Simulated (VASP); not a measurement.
# CoSi2 (Fm-3m) in VASP: notebook

CoSi2 is run at these levels: BLYP+D3(BJ), PBEsol+D3(BJ), revPBE; tasks: single point.

All numbers are computed with VASP 6.6.1; they aren't measurements. Logs are shortened: lines on timing, memory, paths and dates and some standing lists are left out, and cuts for length are marked.

## Step 1: The cell of the first run

It takes space group Fm-3m (No. 225, cubic). Conventional cell: a = 5.297 Å, b = 5.297 Å, c = 5.297 Å, α = 90.00°, β = 90.00°, γ = 90.00°. Co (site symmetry m-3m) has 8 Si at 2.29 Å within 3.0 Å. Si (site symmetry -43m) has 4 Co at 2.29 Å and 6 Si at 2.65 Å within 3.0 Å.

## Step 2: Single point, BLYP+D3(BJ), collinear spin, ferromagnetic start

Contents of INCAR:

```
SYSTEM = CoSi2
AGGAC = 1.0
AGGAX = 1.0
ALDAC = 0.0
ALDAX = 1.0
ALGO = Normal
EDIFF = 1E-6
ENCUT = 520
GGA = B5
ISIF = 2
ISMEAR = 0
ISPIN = 2
IVDW = 12
LASPH = .True.
LCHARG = .False.
LMAXMIX = 4
LORBIT = 11
LREAL = .False.
LWAVE = .False.
MAGMOM = 0.05 0 0
NBANDS = 20
NELM = 150
PREC = Accurate
SIGMA = 0.05
VDW_A1 = 0.4298
VDW_A2 = 4.2359
VDW_S6 = 1.0
VDW_S8 = 2.6996
```

Contents of KPOINTS:

```
k-points
0
Gamma
  8 8 8
  0 0 0
```

Contents of POSCAR:

```
CoSi2
1.0
    0.0000000000      2.6486297933      2.6486297933
    2.6486297933      0.0000000000      2.6486297933
    2.6486297933      2.6486297933      0.0000000000
Co Si
1 2
Direct
    0.0000000000      0.0000000000      0.0000000000
    0.2500000000      0.2500000000      0.2500000000
    0.7500000000      0.7500000000      0.7500000000
```

Potentials or basis: VASP PAW PBE potentials, release 64 (Co, Si).

Started as:

```bash
> cat potpaw_PBE.64/Co/POTCAR potpaw_PBE.64/Si/POTCAR > POTCAR
> mpirun -np 1 vasp_std > vasp.out
```

OUTCAR:

```text
SYSTEM = CoSi2
   EDIFF = 1E-6
   ENCUT = 520
   GGA = B5
   ISIF = 2
   ISMEAR = 0
   ISPIN = 2
   IVDW = 12
   LASPH = .True.
   LORBIT = 11
   LREAL = .False.
   NELM = 150
   PREC = Accurate
 IVDW          = 12

 ion  position               nearest neighbor table
   1  0.000  0.000  0.000-   2 2.29   3 2.29   3 2.29   3 2.29   3 2.29   2 2.29   2 2.29   2 2.29

   2  0.250  0.250  0.250-   1 2.29   1 2.29   1 2.29   1 2.29   3 2.65   3 2.65   3 2.65   3 2.65
                             3 2.65   3 2.65
   3  0.750  0.750  0.750-   1 2.29   1 2.29   1 2.29   1 2.29   2 2.65   2 2.65   2 2.65   2 2.65
                             2 2.65   2 2.65

  LATTYP: Found a face centered cubic cell.
 ALAT       =     5.2972595866

  Lattice vectors:

 A1 = (   0.0000000000,   2.6486297933,   2.6486297933)
 A2 = (   2.6486297933,   0.0000000000,   2.6486297933)
 A3 = (   2.6486297933,   2.6486297933,   0.0000000000)

Analysis of symmetry for initial positions (statically):
=====================================================================
 Subroutine PRICEL returns:
 Original cell was already a primitive cell.

 Routine SETGRP: Setting up the symmetry group for a
 face centered cubic supercell.

 Subroutine GETGRP returns: Found 48 space group operations
 (whereof 48 operations were pure point group operations)
 out of a pool of 48 trial point group operations.

The static configuration has the point symmetry O_h .

Analysis of symmetry for dynamics (positions and initial velocities):
=====================================================================
 Subroutine PRICEL returns:
 Original cell was already a primitive cell.

 Routine SETGRP: Setting up the symmetry group for a
 face centered cubic supercell.

 Subroutine GETGRP returns: Found 48 space group operations
 (whereof 48 operations were pure point group operations)
 out of a pool of 48 trial point group operations.

The dynamic configuration has the point symmetry O_h .

Analysis of structural, dynamic, and magnetic symmetry:
=====================================================================
 Subroutine PRICEL returns:
 Original cell was already a primitive cell.

 Routine SETGRP: Setting up the symmetry group for a
 face centered cubic supercell.

 Subroutine GETGRP returns: Found 48 space group operations
 (whereof 48 operations were pure point group operations)
 out of a pool of 48 trial point group operations.

The overall configuration has the point symmetry O_h .

 Subroutine INISYM returns: Found 48 space group operations
 (whereof 48 operations are pure point group operations),
 and found     1 'primitive' translations

----------------------------------------------------------------------------------------

                                     Primitive cell

  volume of cell :      37.1615

  direct lattice vectors                    reciprocal lattice vectors
     0.000000000  2.648629793  2.648629793    -0.188776854  0.188776854  0.188776854
     2.648629793  0.000000000  2.648629793     0.188776854 -0.188776854  0.188776854
     2.648629793  2.648629793  0.000000000     0.188776854  0.188776854 -0.188776854

  length of vectors
     3.745728175  3.745728175  3.745728175     0.326971103  0.326971103  0.326971103

  position of ions in fractional coordinates (direct lattice)
     0.000000000  0.000000000  0.000000000
     0.250000000  0.250000000  0.250000000
     0.750000000  0.750000000  0.750000000

  ion indices of the primitive-cell ions
   primitive index   ion index
                 1           1
                 2           2
                 3           3

----------------------------------------------------------------------------------------

 KPOINTS: k-points

Automatic generation of k-mesh.
 Grid dimensions read from file:
 generate k-points for:    8    8    8

 Generating k-lattice:

  Cartesian coordinates                     Fractional coordinates (reciprocal lattice)
    -0.023597107  0.023597107  0.023597107     0.125000000  0.000000000  0.000000000
     0.023597107 -0.023597107  0.023597107     0.000000000  0.125000000  0.000000000
     0.023597107  0.023597107 -0.023597107     0.000000000  0.000000000  0.125000000

  Length of vectors
     0.040871388  0.040871388  0.040871388

  Shift w.r.t. Gamma in fractional coordinates (k-lattice)
     0.000000000  0.000000000  0.000000000

 Subroutine IBZKPT returns following result:
 ===========================================

 Found     29 irreducible k-points:

 Following reciprocal coordinates:
            Coordinates               Weight
  0.000000  0.000000  0.000000      1.000000
  0.125000  0.000000  0.000000      8.000000
  0.250000  0.000000  0.000000      8.000000
  0.375000  0.000000  0.000000      8.000000
  0.500000  0.000000  0.000000      4.000000
  0.125000  0.125000  0.000000      6.000000
[... 16 lines left out ...]
  0.500000  0.250000  0.125000     48.000000
 -0.375000  0.250000  0.125000     24.000000
 [... further k-points ...]
   k-points           NKPTS =     29   k-points in BZ     NKDIM =     29   number of bands    NBANDS=     20
   number of dos      NEDOS =    301   number of ions     NIONS =      3
   total plane-waves  NPLWV =  21952
   dimension x,y,z NGX =    28 NGY =   28 NGZ =   28
   dimension x,y,z NGXF=    56 NGYF=   56 NGZF=   56
   ions per type =               1   2
   NGX,Y,Z   is equivalent  to a cutoff of  12.43, 12.43, 12.43 a.u.
   NGXF,Y,Z  is equivalent  to a cutoff of  24.85, 24.85, 24.85 a.u.
 SYSTEM =  CoSi2
   PREC   = accura    normal or accurate (medium, high low for compatibility)
   ISTART =      0    job   : 0-new  1-cont  2-samecut
   ICHARG =      2    charge: 1-file 2-atom 10-const
   ISPIN  =      2    spin polarized calculation?
   LNONCOLLINEAR =      F non collinear calculations
   LSORBIT =      F    spin-orbit coupling
   LASPH  =      T    aspherical Exc in radial PAW
   ENCUT  =  520.0 eV  38.22 Ry    6.18 a.u.   6.96  6.96  6.96*2*pi/ulx,y,z
   NELM   =    150;   NELMIN=  2; NELMDL= -5     # of ELM steps
   EDIFF  = 0.1E-05   stopping-criterion for ELM
   LREAL  =      F    real-space projection
   EDIFFG = 0.1E-04   stopping-criterion for IOM
   NSW    =      0    number of steps for IOM
   IBRION =     -1    ionic relax: 0-MD 1-quasi-New 2-CG
   NFREE  =      0    steps in history (QN), initial steepest desc. (CG)
   ISIF   =      2    stress and relaxation
   ISYM   =      2    0-nonsym 1-usesym 2-fastsym
   POTIM  = 0.5000    time-step for ionic-motion
   TEBEG  =    0.0;   TEEND  =   0.0 temperature during run
   PSTRESS=    0.0 pullay stress
   NELECT =      17.0000    total number of electrons
   NUPDOWN=      -1.0000    fix difference up-down
   EMIN   =  10.00;   EMAX   =-10.00  energy-range for DOS
   EFERMI =   0.00;   METHOD = LEGACY
   ISMEAR =     0;   SIGMA  =   0.05  broadening in eV -4-tet -1-fermi 0-gaus
   EFERMI_NEDOS =   21; number of points for ismear=-14 and -15
   IALGO  =     38    algorithm
   IMIX   =      4    mixing-type and parameters
     AMIX     =   0.40;   BMIX     =  1.00
     AMIX_MAG =   1.60;   BMIX_MAG =  1.00
  volume/ion in A,a.u.               =      12.39        83.59
  Fermi-wavevector in a.u.,A,eV,Ry     =   1.261420  2.383739 21.649341  1.591182
  Thomas-Fermi vector in A             =   2.394880
   LORBIT       =     11    0 simple, 1 ext, 2 COOP (PROOUT), +10 PAW based schemes
   GGA     = B5    functional components
   LHFCALC =     F    Hartree Fock is set to
   AEXX    =    0.0000 exact exchange contribution
   IVDW    =    12    specifies the selected vdW correction
   LEPSILON=     F    determine dielectric tensor
   LRPA    =     F    only Hartree local field effects (RPA)
 spin polarized calculation
 Gauss-broadening in eV      SIGMA  =   0.05
  energy-cutoff  :      520.00
  volume of cell :       37.16
 maximum number of plane-waves:      1012
   NGX = 13   NGY = 13   NGZ = 13

 number of electron      17.0000007 magnetization      -0.0001712

 number of electron      17.0000007 magnetization       0.0000052

 Free energy of the ion-electron system (eV)
  ---------------------------------------------------
  ext. energy  EPLUGINS =         0.00000000
  ---------------------------------------------------
  free energy    TOTEN  =       -16.06420170 eV

  energy without entropy =      -16.06258362  energy(sigma->0) =      -16.06339266

 E-fermi :  11.0448     XC(G=0): -11.2306

 val. band max:       10.8938551739   @ k =   0.5000   0.2500   0.1250
 cond. band min:      11.0455955214   @ k =  -0.3750   0.1250   0.0000
 fundamental gap:      0.1517403476
 Fermi energy:        11.0447609505

 spin component 1

 k-point     1 :       0.0000    0.0000    0.0000
  band No.  band energies     occupation
      1      -2.2740      1.00000
      2       6.8228      1.00000
      3       6.8228      1.00000
      4       6.8228      1.00000
      5       9.0433      1.00000
      6       9.0433      1.00000
[... 12 lines left out ...]
     19      22.1485      0.00000
     20      26.5299      0.00000

 k-point     2 :       0.1250    0.0000    0.0000
  band No.  band energies     occupation
      1      -2.0321      1.00000
      2       6.2671      1.00000
      3       6.9092      1.00000
      4       6.9092      1.00000
      5       8.9789      1.00000
      6       8.9789      1.00000
[... 12 lines left out ...]
     19      23.1826      0.00000
     20      27.2506      0.00000
[... 465 lines left out ...]
      3       6.2865      1.00000
      4       7.1955      1.00000
      5       7.8953      1.00000
      6       8.8400      1.00000
[... 12 lines left out ...]
     19      26.2799      0.00000
     20      28.3193      0.00000

 k-point    24 :      -0.3750    0.2500    0.1250
  band No.  band energies     occupation
      1       1.6923      1.00000
      2       2.1197      1.00000
      3       6.3100      1.00000
      4       6.7940      1.00000
      5       8.0309      1.00000
      6       8.9420      1.00000
[... 12 lines left out ...]
     19      26.5701      0.00000
     20      27.1432      0.00000

 [... further k-points ...]

 spin component 2

 k-point     1 :       0.0000    0.0000    0.0000
  band No.  band energies     occupation
      1      -2.2740      1.00000
      2       6.8227      1.00000
      3       6.8227      1.00000
      4       6.8227      1.00000
      5       9.0433      1.00000
      6       9.0433      1.00000
[... 12 lines left out ...]
     19      22.1485      0.00000
     20      26.5299      0.00000

 k-point     2 :       0.1250    0.0000    0.0000
  band No.  band energies     occupation
      1      -2.0322      1.00000
      2       6.2670      1.00000
      3       6.9092      1.00000
      4       6.9092      1.00000
      5       8.9789      1.00000
      6       8.9789      1.00000
[... 12 lines left out ...]
     19      23.1826      0.00000
     20      27.2506      0.00000
[... 465 lines left out ...]
      3       6.2865      1.00000
      4       7.1955      1.00000
      5       7.8952      1.00000
      6       8.8399      1.00000
[... 12 lines left out ...]
     19      26.2799      0.00000
     20      28.3193      0.00000

 k-point    24 :      -0.3750    0.2500    0.1250
  band No.  band energies     occupation
      1       1.6922      1.00000
      2       2.1197      1.00000
      3       6.3100      1.00000
      4       6.7940      1.00000
      5       8.0308      1.00000
      6       8.9419      1.00000
[... 12 lines left out ...]
     19      26.5701      0.00000
     20      27.1432      0.00000

 [... further k-points ...]

------------------------ aborting loop because EDIFF is reached ----------------------------------------

 Edisp (eV)   -3.08380

 E8    (eV) :    -2.2306

  FORCE on cell =-STRESS in cart. coord.  units (eV):
  Direction    XX          YY          ZZ          XY          YZ          ZX
  --------------------------------------------------------------------------------------
  -------------------------------------------------------------------------------------
  Total       0.14006     0.14006     0.14006     0.00000     0.00000    -0.00000
  in kB       6.03850     6.03850     6.03850     0.00000     0.00000    -0.00000
  external pressure =        6.04 kB  Pullay stress =        0.00 kB

 VOLUME and BASIS-vectors are now :
 -----------------------------------------------------------------------------
  energy-cutoff  :      520.00
  volume of cell :       37.16
      direct lattice vectors                 reciprocal lattice vectors
     0.000000000  2.648629793  2.648629793    -0.188776854  0.188776854  0.188776854
     2.648629793  0.000000000  2.648629793     0.188776854 -0.188776854  0.188776854
     2.648629793  2.648629793  0.000000000     0.188776854  0.188776854 -0.188776854

 POSITION                                       TOTAL-FORCE (eV/Angst)
 -----------------------------------------------------------------------------------
      0.00000      0.00000      0.00000        -0.000000     -0.000000      0.000000
      1.32431      1.32431      1.32431         0.000000      0.000000      0.000000
      3.97294      3.97294      3.97294        -0.000000     -0.000000     -0.000000
 -----------------------------------------------------------------------------------
    total drift:                               -0.000000     -0.000000      0.000000

  FREE ENERGIE OF THE ION-ELECTRON SYSTEM (eV)
  ---------------------------------------------------
  free  energy   TOTEN  =       -19.1479977293 eV

  energy  without entropy=      -19.1463796416  energy(sigma->0) =      -19.14718869

 total charge

# of ion       s       p       d       tot
------------------------------------------
    1        0.553   0.750   7.667   8.969
    2        0.725   0.904   0.000   1.629
    3        0.725   0.904   0.000   1.629
--------------------------------------------------
tot          2.003   2.559   7.667  12.228

 magnetization (x)

# of ion       s       p       d       tot
------------------------------------------
    1        0.000  -0.000  -0.000  -0.000
    2        0.000   0.000   0.000   0.000
    3        0.000   0.000   0.000   0.000
--------------------------------------------------
tot          0.000   0.000  -0.000  -0.000
```

It took 42 s on 1 thread of Intel Xeon Platinum 8488C (Sapphire Rapids), shared host; peak memory 0.19 GiB.

What came out:

- Free energy: -19.1480 eV
- Pressure: 0.6 GPa
- Net moment: 0.00 μB per cell
- Valence electrons inside the program's atomic spheres: Co 8.97; Si 1.63
- Dispersion energy per atom: -1.028 eV

Caveat: the PAW data sets were made with another functional, which shifts forces and pressure a little; pairwise dispersion overbinds metals, which lowers pressure and volume.

## Step 3: Single point, PBEsol+D3(BJ), collinear spin, ferromagnetic start (volume scaled by 1.02)

Contents of INCAR:

```
ALGO = Normal
EDIFF = 1E-6
ENCUT = 520
GGA = PS
ISIF = 2
ISMEAR = 0
ISPIN = 2
IVDW = 12
LASPH = T
LCHARG = F
LMAXMIX = 4
LORBIT = 11
LREAL = F
LWAVE = F
MAGMOM = 0.05 0 0
NBANDS = 20
NELM = 150
PREC = Accurate
SIGMA = 0.05
```

Contents of KPOINTS:

```
k-points
0
Gamma
  8 8 8
```

Contents of POSCAR:

```
CoSi2
1.0
    0.0000000000      2.6503487812      2.6503487812
    2.6503487812      0.0000000000      2.6503487812
    2.6503487812      2.6503487812      0.0000000000
Co Si
1 2
Direct
    0.0000000000      0.0000000000      0.0000000000
    0.2500000000      0.2500000000      0.2500000000
    0.7500000000      0.7500000000      0.7500000000
```

Potentials or basis: VASP PAW PBE potentials, release 64 (Co, Si).

Started as:

```bash
> cat potpaw_PBE.64/Co/POTCAR potpaw_PBE.64/Si/POTCAR > POTCAR
> mpirun -np 1 vasp_std > vasp.out
```

Wall time 38 s (1 thread of Intel Xeon Platinum 8488C (Sapphire Rapids), shared host); peak memory 0.2 GiB.

Results (log left out):

```
Free energy                                           : -22.1771 eV
Pressure                                              : -3.7 GPa
Net moment                                            : 0.00 μB per cell
Valence electrons inside the program's atomic spheres : Co 8.96; Si 1.61
Dispersion energy per atom                            : -0.399 eV
```

Levels at points of the mesh, in eV from the Fermi level:
Spin up:
```tsv
k point	band 7	band 8	band 9	band 10	band 11	band 12
(0.00, 0.00, 0.00)	1.12	3.46	3.46	3.46	3.59	3.59
(0.50, 0.00, 0.00)	-1.68	-0.45	-0.45	2.78	3.55	3.55
(0.50, 0.50, 0.00)	-2.02	-1.98	-1.36	1.75	2.93	8.65
```
Spin down:
```
           k point  band 5  band 6  band 7  band 8  band 9  band 10  band 11  band 12  band 13  band 14
(0.00, 0.00, 0.00)   -1.97   -1.97    1.12    3.46    3.46     3.46     3.59     3.59     3.59     5.82
(0.50, 0.00, 0.00)   -2.23   -1.68   -1.68   -0.45   -0.45     2.78     3.55     3.55     4.66    10.53
(0.50, 0.50, 0.00)   -3.72   -2.02   -2.02   -1.98   -1.36     1.75     2.93     8.65     9.94     9.94
```

Caveat: the PAW data sets were made with another functional, which shifts forces and pressure a little; pairwise dispersion overbinds metals, which lowers pressure and volume.

## Step 4: Single point, revPBE, collinear spin, ferromagnetic start (volume scaled by 0.96)

Contents of INCAR:

```
PREC = Accurate ; ENCUT = 520
EDIFF = 1E-6 ; ISMEAR = 0
SIGMA = 0.05 ; LREAL = F
LASPH = T ; NELM = 150
ALGO = Normal ; ISIF = 2
LWAVE = F ; LCHARG = F
ISPIN = 2 ; MAGMOM = 0.05 0 0
LORBIT = 11 ; LMAXMIX = 4
GGA = RE ; NBANDS = 20
```

Contents of KPOINTS:

```
Automatic mesh
0
Gamma
  8 8 8
```

Contents of POSCAR:

```
CoSi2
1.0
    0.0000000000      2.6543841480      2.6543841480
    2.6543841480      0.0000000000      2.6543841480
    2.6543841480      2.6543841480      0.0000000000
Co Si
1 2
Direct
    0.0000000000      0.0000000000      0.0000000000
    0.2500000000      0.2500000000      0.2500000000
    0.7500000000      0.7500000000      0.7500000000
```

Started as:

```bash
> cat potpaw_PBE.64/Co/POTCAR potpaw_PBE.64/Si/POTCAR > POTCAR
> mpirun -np 1 vasp_std > vasp.out
```

Wall time 36 s (1 thread of Intel Xeon Platinum 8488C (Sapphire Rapids), shared host); peak memory 0.19 GiB.

It converged, with:

- Free energy: -18.3363 eV
- Pressure: 7.2 GPa
- Net moment: 0.00 μB per cell
- Valence electrons inside the program's atomic spheres: Co 8.93; Si 1.61

Levels at points of the mesh, in eV from the Fermi level:
Spin up:
```
           k point  band 5  band 6  band 7  band 8  band 9  band 10  band 11  band 12  band 13  band 14
(0.00, 0.00, 0.00)   -1.96   -1.96    1.13    3.47    3.47     3.47     3.56     3.56     3.56     5.83
(0.50, 0.00, 0.00)   -2.18   -1.65   -1.65   -0.46   -0.46     2.85     3.52     3.52     4.66    10.50
(0.50, 0.50, 0.00)   -3.71   -1.98   -1.98   -1.95   -1.35     1.74     2.98     8.55     9.93     9.93
```
Spin down:
```csv
k point,band 6,band 7,band 8,band 9,band 10,band 11,band 12,band 13
"(0.00, 0.00, 0.00)",-1.96,1.13,3.47,3.47,3.47,3.56,3.56,3.56
"(0.50, 0.00, 0.00)",-1.65,-1.65,-0.46,-0.46,2.85,3.52,3.52,4.66
"(0.50, 0.50, 0.00)",-1.98,-1.98,-1.95,-1.35,1.74,2.98,8.55,9.93
```

Caveat: the PAW data sets were made with another functional, which shifts forces and pressure a little.

## Step 5: Summary

```csv
level,cell,gap on the mesh (eV),pressure (GPa),moment (μB)
BLYP+D3(BJ),"a = 3.746 Å, angles 60.0°, 3 atoms",none,0.6,0.00
PBEsol+D3(BJ),"a = 3.748 Å, angles 60.0°, 3 atoms",none,-3.7,0.00
revPBE,"a = 3.754 Å, angles 60.0°, 3 atoms",none,7.2,0.00
```

Alike in all rows: task single point; potentials or basis VASP PAW PBE potentials, release 64 (Co, Si); spin collinear, ferromagnetic start; k mesh 8 × 8 × 8; cutoff (eV) 520; smearing gaussian 0.05 eV.

Caveats: the PAW data sets were made with another functional, which shifts forces and pressure a little; pairwise dispersion overbinds metals, which lowers pressure and volume (some runs).

Absolute energies hang on the potentials; compare differences alone.
